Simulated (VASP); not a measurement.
Input of a VASP 6.6.1 run:

File INCAR:

```
SYSTEM = Sr
ALGO = Normal
EDIFF = 1E-6
ENCUT = 520
ISIF = 2
ISMEAR = -1
LASPH = .True.
LCHARG = .True.
LELF = .True.
LREAL = .False.
LVHAR = .True.
LWAVE = .False.
NBANDS = 11
NELM = 80
PREC = Accurate
SIGMA = 0.1
```

The input KPOINTS:

```
k-points
0
Gamma
  15 15 15
  0 0 0
```

POSCAR

```
Sr
1.0
    0.0000000000      2.9410952763      2.9410952763
    2.9410952763      0.0000000000      2.9410952763
    2.9410952763      2.9410952763      0.0000000000
Sr
1
Direct
    0.0000000000      0.0000000000      0.0000000000
```

Potentials or basis: VASP PAW LDA potentials, release 64 (Sr_sv).

Launch:

```bash
$ cat potpaw_LDA.64/Sr_sv/POTCAR > POTCAR
$ mpirun -np 1 vasp_std > vasp.out
```

What does it give for the pressure?

-0.5 GPa.
